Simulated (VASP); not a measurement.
# B (Immm) in VASP: relaxation of cell and atoms with PBE

Aim: the relaxation of cell and atoms of B with PBE.

All numbers are computed with VASP 6.6.1; they aren't measurements. Logs are shortened: lines on timing, memory, paths and dates and some standing lists are left out, and cuts for length are marked.

**1. The cell of the first run**

Symmetry: Immm, No. 71, orthorhombic system. Conventional cell: a = 1.849 Å, b = 2.804 Å, c = 5.156 Å, α = 90.00°, β = 90.00°, γ = 90.00°. B (site symmetry mm2) has 7 B at 1.72 to 1.89 Å within 2.3 Å.

**2. Relaxation of cell and atoms, PBE**

INCAR reads:

```
PREC = Accurate
ENCUT = 600
EDIFF = 1E-7
ISMEAR = 0
SIGMA = 0.1
LREAL = False
LASPH = True
NELM = 60
ALGO = Fast
ISIF = 3
LWAVE = False
LCHARG = False
GGA = PE
IBRION = 2
NSW = 100
EDIFFG = -0.01
```

KPOINTS reads:

```
Automatic mesh
0
Gamma
  34 34 34
```

POSCAR reads:

```
B
1.0
   -0.9246168239      1.4022290137      2.5777504412
    0.9246168239     -1.4022290137      2.5777504412
    0.9246168239      1.4022290137     -2.5777504412
B
2
Direct
    0.6670057430      0.1670057430      0.5000000000
    0.3329942570      0.8329942570      0.5000000000
```

Potentials or basis: VASP PAW PBE potentials, release 64 (B).

Command:

```sh
$ cat potpaw_PBE.64/B/POTCAR > POTCAR
$ mpirun -np 1 vasp_std > vasp.out
```

OUTCAR:

```text
PREC = Accurate
   ENCUT = 600
   EDIFF = 1E-7
   ISMEAR = 0
   LREAL = False
   LASPH = True
   NELM = 60
   ISIF = 3
   GGA = PE
   IBRION = 2
   NSW = 100
   EDIFFG = -0.01

 ion  position               nearest neighbor table
   1  0.667  0.167  0.500-   2 1.72   2 1.89   2 1.89   2 1.89   2 1.89
   2  0.333  0.833  0.500-   1 1.72   1 1.89   1 1.89   1 1.89   1 1.89

  LATTYP: Found a body centered orthorhombic cell.
 ALAT       =     1.8492336478
 B/A-ratio  =     1.5165514811
 C/A-ratio  =     2.7879121108

  Lattice vectors:

 A1 = (  -0.9246168239,   1.4022290137,   2.5777504412)
 A2 = (   0.9246168239,  -1.4022290137,   2.5777504412)
 A3 = (   0.9246168239,   1.4022290137,  -2.5777504412)

Analysis of symmetry for initial positions (statically):
=====================================================================
 Subroutine PRICEL returns:
 Original cell was already a primitive cell.

 Routine SETGRP: Setting up the symmetry group for a
 body centered orthorhombic supercell.

 Subroutine GETGRP returns: Found  8 space group operations
 (whereof  8 operations were pure point group operations)
 out of a pool of  8 trial point group operations.

The static configuration has the point symmetry D_2h.

Analysis of symmetry for dynamics (positions and initial velocities):
=====================================================================
 Subroutine PRICEL returns:
 Original cell was already a primitive cell.

 Routine SETGRP: Setting up the symmetry group for a
 body centered orthorhombic supercell.

 Subroutine GETGRP returns: Found  8 space group operations
 (whereof  8 operations were pure point group operations)
 out of a pool of  8 trial point group operations.

The dynamic configuration has the point symmetry D_2h.

 Subroutine INISYM returns: Found  8 space group operations
 (whereof  8 operations are pure point group operations),
 and found     1 'primitive' translations

----------------------------------------------------------------------------------------

                                     Primitive cell

  volume of cell :      13.3685

  direct lattice vectors                    reciprocal lattice vectors
    -0.924616824  1.402229014  2.577750441     0.000000000  0.356575135  0.193967574
     0.924616824 -1.402229014  2.577750441     0.540764549  0.000000000  0.193967574
     0.924616824  1.402229014 -2.577750441     0.540764549  0.356575135  0.000000000

  length of vectors
     3.076679999  3.076679999  3.076679999     0.405917783  0.574499537  0.647743873

  position of ions in fractional coordinates (direct lattice)
     0.667005743  0.167005743  0.500000000
     0.332994257  0.832994257  0.500000000

  ion indices of the primitive-cell ions
   primitive index   ion index
                 1           1
                 2           2

----------------------------------------------------------------------------------------

 KPOINTS: Automatic mesh

Automatic generation of k-mesh.
 Grid dimensions read from file:
 generate k-points for:   34   34   34

 Generating k-lattice:

  Cartesian coordinates                     Fractional coordinates (reciprocal lattice)
     0.000000000  0.010487504  0.005704929     0.029411765  0.000000000  0.000000000
     0.015904840  0.000000000  0.005704929     0.000000000  0.029411765 -0.000000000
     0.015904840  0.010487504  0.000000000     0.000000000 -0.000000000  0.029411765

  Length of vectors
     0.011938758  0.016897045  0.019051290

  Shift w.r.t. Gamma in fractional coordinates (k-lattice)
     0.000000000  0.000000000  0.000000000

 Subroutine IBZKPT returns following result:
 ===========================================

 Found   5373 irreducible k-points:

 Following reciprocal coordinates:
            Coordinates               Weight
  0.000000  0.000000  0.000000      1.000000
  0.029412  0.000000 -0.000000      4.000000
  0.058824  0.000000 -0.000000      4.000000
  0.088235 -0.000000  0.000000      4.000000
  0.117647 -0.000000  0.000000      4.000000
  0.147059  0.000000  0.000000      4.000000
[... 16 lines left out ...]
  0.117647  0.029412  0.000000      8.000000
  0.147059  0.029412  0.000000      8.000000
 [... further k-points ...]
   k-points           NKPTS =   5373   k-points in BZ     NKDIM =   5373   number of bands    NBANDS=      7
   number of dos      NEDOS =    301   number of ions     NIONS =      2
   total plane-waves  NPLWV =  21952
   dimension x,y,z NGX =    28 NGY =   28 NGZ =   28
   dimension x,y,z NGXF=    56 NGYF=   56 NGZF=   56
   ions per type =               2
   NGX,Y,Z   is equivalent  to a cutoff of  15.13, 15.13, 15.13 a.u.
   NGXF,Y,Z  is equivalent  to a cutoff of  30.26, 30.26, 30.26 a.u.
 SYSTEM =  unknown system
   PREC   = accura    normal or accurate (medium, high low for compatibility)
   ISTART =      0    job   : 0-new  1-cont  2-samecut
   ICHARG =      2    charge: 1-file 2-atom 10-const
   ISPIN  =      1    spin polarized calculation?
   LNONCOLLINEAR =      F non collinear calculations
   LSORBIT =      F    spin-orbit coupling
   LASPH  =      T    aspherical Exc in radial PAW
   ENCUT  =  600.0 eV  44.10 Ry    6.64 a.u.   6.14  6.14  6.14*2*pi/ulx,y,z
   NELM   =     60;   NELMIN=  2; NELMDL= -5     # of ELM steps
   EDIFF  = 0.1E-06   stopping-criterion for ELM
   LREAL  =      F    real-space projection
   EDIFFG = -.1E-01   stopping-criterion for IOM
   NSW    =    100    number of steps for IOM
   IBRION =      2    ionic relax: 0-MD 1-quasi-New 2-CG
   NFREE  =      1    steps in history (QN), initial steepest desc. (CG)
   ISIF   =      3    stress and relaxation
   ISYM   =      2    0-nonsym 1-usesym 2-fastsym
   POTIM  = 0.5000    time-step for ionic-motion
   TEBEG  =    0.0;   TEEND  =   0.0 temperature during run
   PSTRESS=    0.0 pullay stress
   NELECT =       6.0000    total number of electrons
   NUPDOWN=      -1.0000    fix difference up-down
   EMIN   =  10.00;   EMAX   =-10.00  energy-range for DOS
   EFERMI =   0.00;   METHOD = LEGACY
   ISMEAR =     0;   SIGMA  =   0.10  broadening in eV -4-tet -1-fermi 0-gaus
   EFERMI_NEDOS =   21; number of points for ismear=-14 and -15
   IALGO  =     68    algorithm
   IMIX   =      4    mixing-type and parameters
     AMIX     =   0.40;   BMIX     =  1.00
     AMIX_MAG =   1.60;   BMIX_MAG =  1.00
  volume/ion in A,a.u.               =       6.68        45.11
  Fermi-wavevector in a.u.,A,eV,Ry     =   1.253424  2.368628 21.375733  1.571072
  Thomas-Fermi vector in A             =   2.387278
   LORBIT       =      0    0 simple, 1 ext, 2 COOP (PROOUT), +10 PAW based schemes
   GGA     = PE    functional components
   LHFCALC =     F    Hartree Fock is set to
   AEXX    =    0.0000 exact exchange contribution
   IVDW    =     0    specifies the selected vdW correction
   LEPSILON=     F    determine dielectric tensor
   LRPA    =     F    only Hartree local field effects (RPA)
 conjugate gradient relaxation of ions
 non-spin polarized calculation
 RMM-DIIS sequential band-by-band and
 Gauss-broadening in eV      SIGMA  =   0.10
  energy-cutoff  :      600.00
  volume of cell :       13.37
 maximum number of plane-waves:       463
 NGX is ok and might be reduce to    28
   NGX = 13   NGY = 13   NGZ = 13

--------------------------------------- Ionic step        1  -------------------------------------------

 number of electron       6.0000000 magnetization

 Free energy of the ion-electron system (eV)
  ---------------------------------------------------
  ext. energy  EPLUGINS =         0.00000000
  ---------------------------------------------------
  free energy    TOTEN  =       -12.63485804 eV

  energy without entropy =      -12.63335988  energy(sigma->0) =      -12.63410896

------------------------ aborting loop because EDIFF is reached ----------------------------------------

  FORCE on cell =-STRESS in cart. coord.  units (eV):
  Direction    XX          YY          ZZ          XY          YZ          ZX
  --------------------------------------------------------------------------------------
  -------------------------------------------------------------------------------------
  Total        0.0766205      0.0993807     -0.0262411     -0.0000000      0.0000000      0.0000000
  in kB        9.1827771     11.9105332     -3.1449294     -0.0000000      0.0000000      0.0000000
  external PRESSURE =       5.9827937 kB  Pullay stress =       0.0000000 kB

 VOLUME and BASIS-vectors are now :
 -----------------------------------------------------------------------------
  energy-cutoff  :      600.00
  volume of cell :       13.37
      direct lattice vectors                 reciprocal lattice vectors
    -0.924616824  1.402229014  2.577750441     0.000000000  0.356575135  0.193967574
     0.924616824 -1.402229014  2.577750441     0.540764549  0.000000000  0.193967574
     0.924616824  1.402229014 -2.577750441     0.540764549  0.356575135  0.000000000
[... 145 lines left out ...]
 POSITION                                       TOTAL-FORCE (eV/Angst)
 -----------------------------------------------------------------------------------
      0.00000      1.40690      0.86177        -0.000000      0.000000      0.010696
      0.92576     -0.00000      1.71153         0.000000     -0.000000     -0.010696
 -----------------------------------------------------------------------------------
    total drift:                               -0.000000     -0.000000      0.000000

  FREE ENERGIE OF THE ION-ELECTRON SYSTEM (eV)
  ---------------------------------------------------
  free  energy   TOTEN  =       -12.6351873702 eV

  energy  without entropy=      -12.6336595298  energy(sigma->0) =      -12.63442345

--------------------------------------- Ionic step        6  -------------------------------------------

 number of electron       6.0000000 magnetization

 Free energy of the ion-electron system (eV)
  ---------------------------------------------------
  ext. energy  EPLUGINS =         0.00000000
  ---------------------------------------------------
  free energy    TOTEN  =       -12.63518954 eV

  energy without entropy =      -12.63366320  energy(sigma->0) =      -12.63442637

 E-fermi :   7.7521     XC(G=0): -12.1210

 val. band max:        7.7505087351   @ k =  -0.1765   0.3824   0.0000
 cond. band min:       7.7565419466   @ k =   0.2941   0.3824   0.0000
 fundamental gap:      0.0060332115
 Fermi energy:         7.7521235034

 k-point     1 :       0.0000    0.0000    0.0000
  band No.  band energies     occupation
      1      -9.1050      2.00000
      2       5.2083      2.00000
      3       5.4823      2.00000
      4      11.6264      0.00000
      5      13.1902      0.00000
      6      13.9199      0.00000
      7      21.1497      0.00000

 k-point     2 :       0.0294    0.0000   -0.0000
  band No.  band energies     occupation
      1      -9.0884      2.00000
      2       5.1583      2.00000
      3       5.3918      2.00000
      4      11.6777      0.00000
      5      13.1789      0.00000
      6      14.0075      0.00000
      7      21.2465      0.00000
[... 201 lines left out ...]
 k-point    23 :       0.1176    0.0294    0.0000
  band No.  band energies     occupation
      1      -8.7765      2.00000
      2       4.0171      2.00000
      3       4.5667      2.00000
      4      11.9672      0.00000
      5      13.7240      0.00000
      6      15.1956      0.00000
      7      22.4836      0.00000

 k-point    24 :       0.1471    0.0294    0.0000
  band No.  band energies     occupation
      1      -8.6197      2.00000
      2       3.4115      2.00000
      3       4.2807      2.00000
      4      11.8224      0.00000
      5      14.2111      0.00000
      6      15.8053      0.00000
      7      22.5689      0.00000

 [... further k-points ...]
[... 5 lines left out ...]
  --------------------------------------------------------------------------------------
  -------------------------------------------------------------------------------------
  Total        0.0122130      0.0013231     -0.0081523     -0.0000000      0.0000000      0.0000000
  in kB        1.4600234      0.1581744     -0.9745846     -0.0000000      0.0000000      0.0000000
  external PRESSURE =       0.2145377 kB  Pullay stress =       0.0000000 kB

 VOLUME and BASIS-vectors are now :
 -----------------------------------------------------------------------------
  energy-cutoff  :      600.00
  volume of cell :       13.40
      direct lattice vectors                 reciprocal lattice vectors
    -0.925325464  1.407054257  2.573401476     0.000000000  0.355352324  0.194295373
     0.925325464 -1.407054257  2.573401476     0.540350417  0.000000000  0.194295373
     0.925325464  1.407054257 -2.573401476     0.540350417  0.355352324  0.000000000

 POSITION                                       TOTAL-FORCE (eV/Angst)
 -----------------------------------------------------------------------------------
      0.00000      1.40705      0.86235        -0.000000     -0.000000     -0.007849
      0.92533     -0.00000      1.71105         0.000000      0.000000      0.007849
 -----------------------------------------------------------------------------------
    total drift:                               -0.000000      0.000000     -0.000000

  FREE ENERGIE OF THE ION-ELECTRON SYSTEM (eV)
  ---------------------------------------------------
  free  energy   TOTEN  =       -12.6351895435 eV

  energy  without entropy=      -12.6336631991  energy(sigma->0) =      -12.63442637

 reached required accuracy - stopping structural energy minimisation
```

It took 68 min on 1 thread of Oxide Virtual Turin-like, shared host; peak memory 0.67 GiB.

Results:

| Quantity | Value |
| --- | --- |
| Free energy | -12.6352 eV |
| Relaxed volume | 6.70 Å³/atom |
| Relaxed cell | a = 3.075 Å, b = 3.075 Å, c = 3.075 Å, α = 144.98°, β = 125.55°, γ = 66.40° |
| Space group after relaxing (to 0.1 Å) | Immm (No. 71) |
| Energy gained by relaxing | 0.2 meV/atom |
| Ionic steps | 6 |
| Pressure after relaxing | 0.0 GPa |
| Largest force after relaxing | 0.008 eV/Å |
| Band gap on the k mesh | zero (bands 3 and 4 overlap by 1.46 eV) |

Forces in eV/Å, atoms in the order of the input:
```
B    0.000  0.000 -0.008
B    0.000  0.000  0.008
```

Step by step:
```csv
step,energy change (eV),largest force (eV/Å),pressure (GPa),volume (Å³)
1,0.0000,0.0424,0.60,13.37
2,-0.0003,0.0042,-0.29,13.42
3,-0.0003,0.0029,-0.27,13.42
4,-0.0003,0.0133,0.01,13.40
5,-0.0003,0.0107,-0.03,13.41
6,-0.0003,0.0078,0.02,13.40
```

Final structure:
```
B
1.0
    -0.92533    1.40705    2.57340
     0.92533   -1.40705    2.57340
     0.92533    1.40705   -2.57340
B
2
Direct
  0.66755 0.16755 0.50000
  0.33245 0.83245 0.50000
```
